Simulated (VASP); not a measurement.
# Cr (Im-3m) in VASP: further runs

Runs on Cr. Level: PBE. Tasks: single point.

Program: VASP 6.6.1. These are calculated values, not measurements. Logs are shortened: lines on timing, memory, paths and dates and some standing lists are left out, and cuts for length are marked.

## (1) The cell of the first run

Symmetry: Im-3m, No. 229, cubic system. The conventional cell has a = 2.848 Å, b = 2.848 Å, c = 2.848 Å, α = 90.00°, β = 90.00°, γ = 90.00°. Cr (site symmetry m-3m) has 14 Cr at 2.47 to 2.85 Å within 3.3 Å.

## (2) Single point, PBE, collinear spin, ferromagnetic start

File INCAR:

```
SYSTEM = Cr
ALGO = Normal
EDIFF = 1E-7
ENCUT = 520
GGA = PE
ISIF = 2
ISMEAR = -1
ISPIN = 2
LASPH = .True.
LCHARG = .True.
LELF = .True.
LMAXMIX = 4
LORBIT = 11
LREAL = .False.
LVHAR = .True.
LWAVE = .False.
MAGMOM = 2
NBANDS = 16
NELM = 150
PREC = Accurate
SIGMA = 0.08
```

File KPOINTS:

```
k-points
0
Gamma
  21 21 21
  0 0 0
```

File POSCAR:

```
Cr
1.0
   -1.4242444449      1.4242444449      1.4242444449
    1.4242444449     -1.4242444449      1.4242444449
    1.4242444449      1.4242444449     -1.4242444449
Cr
1
Direct
    0.0000000000      0.0000000000      0.0000000000
```

Potentials or basis: VASP PAW PBE potentials, release 64 (Cr_pv).

Launch:

```bash
$ cat potpaw_PBE.64/Cr_pv/POTCAR > POTCAR
$ mpirun -np 1 vasp_std > vasp.out
```

OUTCAR:

```text
SYSTEM = Cr
   EDIFF = 1E-7
   ENCUT = 520
   GGA = PE
   ISIF = 2
   ISMEAR = -1
   ISPIN = 2
   LASPH = .True.
   LORBIT = 11
   LREAL = .False.
   NELM = 150
   PREC = Accurate

 ion  position               nearest neighbor table
   1  0.000  0.000  0.000-

  LATTYP: Found a body centered cubic cell.
 ALAT       =     2.8484888898

  Lattice vectors:

 A1 = (  -1.4242444449,   1.4242444449,   1.4242444449)
 A2 = (   1.4242444449,  -1.4242444449,   1.4242444449)
 A3 = (   1.4242444449,   1.4242444449,  -1.4242444449)

Analysis of symmetry for initial positions (statically):
=====================================================================
 Subroutine PRICEL returns:
 Original cell was already a primitive cell.

 Routine SETGRP: Setting up the symmetry group for a
 body centered cubic supercell.

 Subroutine GETGRP returns: Found 48 space group operations
 (whereof 48 operations were pure point group operations)
 out of a pool of 48 trial point group operations.

The static configuration has the point symmetry O_h .

Analysis of symmetry for dynamics (positions and initial velocities):
=====================================================================
 Subroutine PRICEL returns:
 Original cell was already a primitive cell.

 Routine SETGRP: Setting up the symmetry group for a
 body centered cubic supercell.

 Subroutine GETGRP returns: Found 48 space group operations
 (whereof 48 operations were pure point group operations)
 out of a pool of 48 trial point group operations.

The dynamic configuration has the point symmetry O_h .

Analysis of structural, dynamic, and magnetic symmetry:
=====================================================================
 Subroutine PRICEL returns:
 Original cell was already a primitive cell.

 Routine SETGRP: Setting up the symmetry group for a
 body centered cubic supercell.

 Subroutine GETGRP returns: Found 48 space group operations
 (whereof 48 operations were pure point group operations)
 out of a pool of 48 trial point group operations.

The overall configuration has the point symmetry O_h .

 Subroutine INISYM returns: Found 48 space group operations
 (whereof 48 operations are pure point group operations),
 and found     1 'primitive' translations

----------------------------------------------------------------------------------------

                                     Primitive cell

  volume of cell :      11.5562

  direct lattice vectors                    reciprocal lattice vectors
    -1.424244445  1.424244445  1.424244445     0.000000000  0.351063332  0.351063332
     1.424244445 -1.424244445  1.424244445     0.351063332  0.000000000  0.351063332
     1.424244445  1.424244445 -1.424244445     0.351063332  0.351063332  0.000000000

  length of vectors
     2.466863741  2.466863741  2.466863741     0.496478525  0.496478525  0.496478525

  position of ions in fractional coordinates (direct lattice)
     0.000000000  0.000000000  0.000000000

  ion indices of the primitive-cell ions
   primitive index   ion index
                 1           1

----------------------------------------------------------------------------------------

 KPOINTS: k-points

Automatic generation of k-mesh.
 Grid dimensions read from file:
 generate k-points for:   21   21   21

 Generating k-lattice:

  Cartesian coordinates                     Fractional coordinates (reciprocal lattice)
     0.000000000  0.016717302  0.016717302     0.047619048  0.000000000  0.000000000
     0.016717302  0.000000000  0.016717302     0.000000000  0.047619048  0.000000000
     0.016717302  0.016717302  0.000000000     0.000000000  0.000000000  0.047619048

  Length of vectors
     0.023641835  0.023641835  0.023641835

  Shift w.r.t. Gamma in fractional coordinates (k-lattice)
     0.000000000  0.000000000  0.000000000

 Subroutine IBZKPT returns following result:
 ===========================================

 Found    286 irreducible k-points:

 Following reciprocal coordinates:
            Coordinates               Weight
  0.000000  0.000000  0.000000      1.000000
  0.047619  0.000000  0.000000     12.000000
  0.095238  0.000000  0.000000     12.000000
  0.142857  0.000000  0.000000     12.000000
  0.190476  0.000000  0.000000     12.000000
  0.238095  0.000000  0.000000     12.000000
[... 16 lines left out ...]
  0.142857  0.095238 -0.000000     48.000000
  0.190476  0.095238  0.000000     48.000000
 [... further k-points ...]
   k-points           NKPTS =    286   k-points in BZ     NKDIM =    286   number of bands    NBANDS=     16
   number of dos      NEDOS =    301   number of ions     NIONS =      1
   total plane-waves  NPLWV =   5832
   dimension x,y,z NGX =    18 NGY =   18 NGZ =   18
   dimension x,y,z NGXF=    36 NGYF=   36 NGZF=   36
   ions per type =               1
   NGX,Y,Z   is equivalent  to a cutoff of  12.13, 12.13, 12.13 a.u.
   NGXF,Y,Z  is equivalent  to a cutoff of  24.26, 24.26, 24.26 a.u.
 SYSTEM =  Cr
   PREC   = accura    normal or accurate (medium, high low for compatibility)
   ISTART =      0    job   : 0-new  1-cont  2-samecut
   ICHARG =      2    charge: 1-file 2-atom 10-const
   ISPIN  =      2    spin polarized calculation?
   LNONCOLLINEAR =      F non collinear calculations
   LSORBIT =      F    spin-orbit coupling
   LASPH  =      T    aspherical Exc in radial PAW
   ENCUT  =  520.0 eV  38.22 Ry    6.18 a.u.   4.59  4.59  4.59*2*pi/ulx,y,z
   NELM   =    150;   NELMIN=  2; NELMDL= -5     # of ELM steps
   EDIFF  = 0.1E-06   stopping-criterion for ELM
   LREAL  =      F    real-space projection
   EDIFFG = 0.1E-05   stopping-criterion for IOM
   NSW    =      0    number of steps for IOM
   IBRION =     -1    ionic relax: 0-MD 1-quasi-New 2-CG
   NFREE  =      0    steps in history (QN), initial steepest desc. (CG)
   ISIF   =      2    stress and relaxation
   ISYM   =      2    0-nonsym 1-usesym 2-fastsym
   POTIM  = 0.5000    time-step for ionic-motion
   TEBEG  =    0.0;   TEEND  =   0.0 temperature during run
   PSTRESS=    0.0 pullay stress
   NELECT =      12.0000    total number of electrons
   NUPDOWN=      -1.0000    fix difference up-down
   EMIN   =  10.00;   EMAX   =-10.00  energy-range for DOS
   EFERMI =   0.00;   METHOD = LEGACY
   ISMEAR =    -1;   SIGMA  =   0.08  broadening in eV -4-tet -1-fermi 0-gaus
   EFERMI_NEDOS =   21; number of points for ismear=-14 and -15
   IALGO  =     38    algorithm
   IMIX   =      4    mixing-type and parameters
     AMIX     =   0.40;   BMIX     =  1.00
     AMIX_MAG =   1.60;   BMIX_MAG =  1.00
  volume/ion in A,a.u.               =      11.56        77.98
  Fermi-wavevector in a.u.,A,eV,Ry     =   1.657795  3.132777 37.392658  2.748283
  Thomas-Fermi vector in A             =   2.745486
   LORBIT       =     11    0 simple, 1 ext, 2 COOP (PROOUT), +10 PAW based schemes
   GGA     = PE    functional components
   LHFCALC =     F    Hartree Fock is set to
   AEXX    =    0.0000 exact exchange contribution
   IVDW    =     0    specifies the selected vdW correction
   LEPSILON=     F    determine dielectric tensor
   LRPA    =     F    only Hartree local field effects (RPA)
 spin polarized calculation
  energy-cutoff  :      520.00
  volume of cell :       11.56
 maximum number of plane-waves:       325
   NGX =  9   NGY =  9   NGZ =  9

 number of electron      11.9999993 magnetization      -0.0000035

 number of electron      11.9999993 magnetization       0.0000060

 Free energy of the ion-electron system (eV)
  ---------------------------------------------------
  ext. energy  EPLUGINS =         0.00000000
  ---------------------------------------------------
  free energy    TOTEN  =        -9.52298662 eV

  energy without entropy =       -9.50710999  energy(sigma->0) =       -9.51504831

 E-fermi :  10.9744     XC(G=0): -13.6715

 val. band max:       10.9644562353   @ k =  -0.4286   0.4286   0.0476
 cond. band min:      10.9844419663   @ k =  -0.1905   0.2381   0.0952
 fundamental gap:      0.0199857310
 Fermi energy:        10.9744498520

 spin component 1

 k-point     1 :       0.0000    0.0000    0.0000
  band No.  band energies     occupation
      1     -31.7632      1.00000
      2     -31.7632      1.00000
      3     -31.7632      1.00000
      4       3.1106      1.00000
      5      10.0539      0.99999
      6      10.0539      0.99999
[... 8 lines left out ...]
     15      40.7542      0.00000
     16      45.3119      0.00000

 k-point     2 :       0.0476    0.0000    0.0000
  band No.  band energies     occupation
      1     -31.7844      1.00000
      2     -31.7697      1.00000
      3     -31.7633      1.00000
      4       3.2106      1.00000
      5      10.0151      0.99999
      6      10.0480      0.99999
[... 8 lines left out ...]
     15      40.9840      0.00000
     16      44.0056      0.00000
[... 387 lines left out ...]
      5       9.5213      1.00000
      6       9.6513      1.00000
[... 8 lines left out ...]
     15      39.4741      0.00000
     16      42.2547      0.00000

 k-point    24 :       0.1905    0.0952    0.0000
  band No.  band energies     occupation
      1     -32.2242      1.00000
      2     -31.8984      1.00000
      3     -31.7927      1.00000
      4       5.4957      1.00000
      5       9.2941      1.00000
      6       9.5284      1.00000
[... 8 lines left out ...]
     15      39.9908      0.00000
     16      41.8342      0.00000

 [... further k-points ...]

 spin component 2

 k-point     1 :       0.0000    0.0000    0.0000
  band No.  band energies     occupation
      1     -31.7632      1.00000
      2     -31.7632      1.00000
      3     -31.7632      1.00000
      4       3.1106      1.00000
      5      10.0539      0.99999
      6      10.0539      0.99999
[... 8 lines left out ...]
     15      40.7542      0.00000
     16      45.3119      0.00000

 k-point     2 :       0.0476    0.0000    0.0000
  band No.  band energies     occupation
      1     -31.7844      1.00000
      2     -31.7697      1.00000
      3     -31.7633      1.00000
      4       3.2106      1.00000
      5      10.0151      0.99999
      6      10.0480      0.99999
[... 8 lines left out ...]
     15      40.9840      0.00000
     16      44.0057      0.00000
[... 387 lines left out ...]
      5       9.5213      1.00000
      6       9.6513      1.00000
[... 8 lines left out ...]
     15      39.4741      0.00000
     16      42.2547      0.00000

 k-point    24 :       0.1905    0.0952    0.0000
  band No.  band energies     occupation
      1     -32.2242      1.00000
      2     -31.8984      1.00000
      3     -31.7927      1.00000
      4       5.4957      1.00000
      5       9.2941      1.00000
      6       9.5284      1.00000
[... 8 lines left out ...]
     15      39.9908      0.00000
     16      41.8342      0.00000

 [... further k-points ...]
[... 5 lines left out ...]
  --------------------------------------------------------------------------------------
  -------------------------------------------------------------------------------------
  Total       -0.0361939     -0.0361939     -0.0361939      0.0000000      0.0000000     -0.0000000
  in kB       -5.0180196     -5.0180196     -5.0180196      0.0000000      0.0000000     -0.0000000
  external PRESSURE =      -5.0180196 kB  Pullay stress =       0.0000000 kB

 VOLUME and BASIS-vectors are now :
 -----------------------------------------------------------------------------
  energy-cutoff  :      520.00
  volume of cell :       11.56
      direct lattice vectors                 reciprocal lattice vectors
    -1.424244445  1.424244445  1.424244445     0.000000000  0.351063332  0.351063332
     1.424244445 -1.424244445  1.424244445     0.351063332  0.000000000  0.351063332
     1.424244445  1.424244445 -1.424244445     0.351063332  0.351063332  0.000000000

 POSITION                                       TOTAL-FORCE (eV/Angst)
 -----------------------------------------------------------------------------------
      0.00000      0.00000      0.00000        -0.000000     -0.000000     -0.000000
 -----------------------------------------------------------------------------------
    total drift:                                0.000000      0.000000      0.000000

  FREE ENERGIE OF THE ION-ELECTRON SYSTEM (eV)
  ---------------------------------------------------
  free  energy   TOTEN  =        -9.5229866225 eV

  energy  without entropy=       -9.5071099901  energy(sigma->0) =       -9.51504831

 total charge

# of ion       s       p       d       tot
------------------------------------------
    1        0.440   6.406   4.210  11.057

 magnetization (x)

# of ion       s       p       d       tot
------------------------------------------
    1        0.000   0.000   0.000   0.000
```

It took 67 s on 1 thread of Intel Xeon Platinum 8375C at 2.90GHz (Ice Lake), shared host; peak memory 0.18 GiB.

What came out:

* Free energy: -9.5230 eV
* Pressure: -0.5 GPa
* Band gap on the k mesh: zero (filled and empty bands overlap)
* Net moment: 0.00 μB per cell
* Valence electrons inside the program's atomic spheres: Cr 11.06

Levels at points of the mesh, in eV from the Fermi level:
Spin up:
```
           k point  band 2  band 3  band 4  band 5  band 6  band 7  band 8  band 9  band 10  band 11
(0.00, 0.00, 0.00)  -42.74  -42.74   -7.86   -0.92   -0.92   -0.92    1.13    1.13     7.10    22.29
```
Spin down:
```
           k point  band 3  band 4  band 5  band 6  band 7  band 8  band 9  band 10
(0.00, 0.00, 0.00)  -42.74   -7.86   -0.92   -0.92   -0.92    1.13    1.13     7.10
```

Caveat: the starting moments collapsed, and a magnetic state may lie lower.

## (3) Single point, PBE, collinear spin, ferromagnetic start

This run uses another cell than the first one: it holds 3 atoms, not 1.

File INCAR:

```
SYSTEM = Cr
ALGO = Normal ; EDIFF = 1E-6
ENCUT = 520 ; GGA = PE
ISIF = 2 ; ISMEAR = -1
ISPIN = 2 ; LASPH = .True.
LCHARG = .False. ; LMAXMIX = 4
LORBIT = 11 ; LREAL = .False.
LWAVE = .False. ; MAGMOM = 2 2 2
NBANDS = 29 ; NELM = 150
PREC = Accurate ; SIGMA = 0.08
```

File KPOINTS:

```
k-points
0
Gamma
  10 10 13
  0 0 0
```

File POSCAR:

```
Cr
1.0
    0.0000000000      2.8484888898     -2.8484888898
   -2.8484888898      0.0000000000      2.8484888898
    1.4242444449      1.4242444449      1.4242444449
Cr
3
Direct
    0.0000000000      0.0000000000      0.0000000000
    0.3333333330      0.6666666670      0.3333333330
    0.6666666670      0.3333333330      0.6666666670
```

Potentials or basis: VASP PAW PBE potentials, release 64 (Cr_pv).

Launch:

```bash
$ cat potpaw_PBE.64/Cr_pv/POTCAR > POTCAR
$ mpirun -np 1 vasp_std > vasp.out
```

Run time: 3.3 min. Hardware: 1 thread of Intel Xeon 6975P-C, shared host; peak memory 0.3 GiB.

Results (log left out):

```
Free energy                                           : -28.5734 eV
Pressure                                              : -0.6 GPa
Band gap on the k mesh                                : zero (filled and empty bands overlap)
Net moment                                            : 0.00 μB per cell
Valence electrons inside the program's atomic spheres : Cr 11.06
```

Levels at points of the mesh, in eV from the Fermi level:
Spin up:
```csv
k point,band 14,band 15,band 16,band 17,band 18,band 19,band 20,band 21,band 22,band 23
"(0.00, 0.00, 0.00)",-2.12,-2.12,-2.12,-0.92,-0.92,-0.92,1.13,1.13,1.40,1.40
"(0.50, 0.00, 0.00)",-1.81,-1.81,-1.68,-1.68,0.62,0.62,1.11,1.13,1.36,1.36
```
Spin down:
```tsv
k point	band 14	band 15	band 16	band 17	band 18	band 19	band 20	band 21	band 22	band 23
(0.00, 0.00, 0.00)	-2.12	-2.12	-2.12	-0.92	-0.92	-0.92	1.13	1.13	1.40	1.40
(0.50, 0.00, 0.00)	-1.81	-1.81	-1.68	-1.68	0.62	0.62	1.11	1.13	1.36	1.36
```

Caveat: the starting moments collapsed, and a magnetic state may lie lower.
